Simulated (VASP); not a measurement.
Set up this calculation in VASP 6.6.1, as the native input.

| Item | Value |
| --- | --- |
| Task | dielectric tensor |
| Functional | r2SCAN |
| Potentials or basis | VASP PAW PBE potentials, release 64 (B, N) |
| Cutoff | 520 eV |
| k mesh | 10 × 10 × 10 |
| Occupations | gaussian, width 0.01 eV |
| Spin | no spin polarisation |
| Dipole correction | no |
| Further INCAR settings | ALGO = Normal; EDIFF = 1e-08 |

The structure of BN lies in POSCAR:

```
BN
1.0
    0.0000000000      1.8589702290      1.8589702290
    1.8589702290      0.0000000000      1.8589702290
    1.8589702290      1.8589702290      0.0000000000
B N
1 1
Direct
    0.0000000000      0.0000000000      0.0000000000
    0.2500000000      0.2500000000      0.2500000000
```

This cell differs from its parent crystal: strain +3.0%.

One way to write it, as run:

INCAR

```
SYSTEM = BN
PREC = Accurate
ENCUT = 520
EDIFF = 1E-8
ISMEAR = 0
SIGMA = 0.01
LREAL = .FALSE.
LASPH = .TRUE.
NELM = 100
ALGO = Normal
ISIF = 2
LWAVE = .FALSE.
LCHARG = .FALSE.
METAGGA = R2SCAN
LMIXTAU = .TRUE.
LCALCEPS = .TRUE.
```

KPOINTS

```
regular mesh
0
G
  10 10 10
  0 0 0
```

Potentials or basis: VASP PAW PBE potentials, release 64 (B, N).

Launch:

```console
$ cat potpaw_PBE.64/B/POTCAR potpaw_PBE.64/N/POTCAR > POTCAR
$ mpirun -np 1 vasp_std > vasp.out
```

It gave:

```yaml
Band_gap_on_the_k_mesh: 4.87 eV (least direct gap 9.11 eV)
Electronic_dielectric_tensor_diagonal: 4.63
Born_charges_mean_of_the_diagonal: B +2.07; N -2.07 e
```

Caveat: the cell differs from its parent crystal (strain +3.0%).

It took 10 min on 1 thread of Intel(R) Xeon(R) 6975P-C (Granite Rapids), with other jobs on the host, peak memory 0.25 GiB.
